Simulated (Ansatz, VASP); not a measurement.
WC in VASP and in Ansatz

INCAR

```
SYSTEM = WC
ALGO = Normal ; EDIFF = 1E-7
EDIFFG = -0.01 ; ENCUT = 600
GGA = PE ; IBRION = 2
ISIF = 3 ; ISMEAR = -1
IVDW = 12 ; LASPH = .TRUE.
LCHARG = .FALSE. ; LREAL = .FALSE.
LWAVE = .FALSE. ; NELM = 80
NSW = 60 ; PREC = Accurate
SIGMA = 0.05
```

The input KPOINTS:

```
k-points
0
G
  10 10 10
  0 0 0
```

File POSCAR:

```
WC
1.0
    0.0000000000      2.1926840000      2.1926840000
    2.1926840000      0.0000000000      2.1926840000
    2.1926840000      2.1926840000      0.0000000000
W C
1 1
Direct
    0.0000000000      0.0000000000      0.0000000000
    0.5000000000      0.5000000000      0.5000000000
```

The input input.yaml:

```yaml
crystal:
  lattice:
    - [0.0, 2.192684, 2.192684]
    - [2.192684, 0.0, 2.192684]
    - [2.192684, 2.192684, 0.0]
  atoms:
    - { symbol: W, position: [0.0, 0.0, 0.0] }
    - { symbol: C, position: [0.5, 0.5, 0.5] }
hamiltonian:
  xc: pbe
  pseudopotentials: { kind: paw }
  dispersion: d3bj
kpoints:
  mp_grid: { grid: [10, 10, 10] }
scf:
  occupations: { method: fermi_dirac, width: 0.05 }
output:
  forces: true
  stress: true
  eigenvalues: true
  write_density: true
  write_potential: true
  elf: true
  volumetric_format: npy
relax:
  f_tol: 0.01
  max_steps: 40
  cell: { stress_tol: 0.05 }
```

Alike in both runs: task relaxation of cell and atoms; functional PBE; dispersion D3(BJ); k mesh 10 × 10 × 10; occupations fermi-dirac, width 0.05 eV; no spin polarisation.

|  | VASP | Ansatz |
| --- | --- | --- |
| version | VASP 6.6.1 | Ansatz 0.2.0 |
| potentials or method | VASP PAW PBE potentials, release 64 (W_sv, C) | Ansatz PAW |
| plane-wave cutoff (eV) | 600 | 420 |
| valence electrons in the cell | 18 | 18 |

Ansatz gave:

```
gap on the k mesh at the Fermi level, each at its own relaxed structure (eV) : none
relaxed volume (Å³/atom)                                                     : 10.29
relaxed cell length with the largest relative difference (Å)                 : 3.076
```

Task: Estimate VASP's values.

Result: gap on the k mesh at the Fermi level, each at its own relaxed structure (eV): none; relaxed volume (Å³/atom): 10.32; relaxed cell length with the largest relative difference (Å): 3.079.

A gap of «none» marks a metal or a gap that the smearing closes.

Neither program's run includes spin-orbit coupling. Noted on VASP's run: too few bands were computed for a metal, which touches its energy and stress. Noted on Ansatz's run: the plane-wave basis is chosen anew once the cell has moved, so the energies of steps on either side of that aren't comparable.
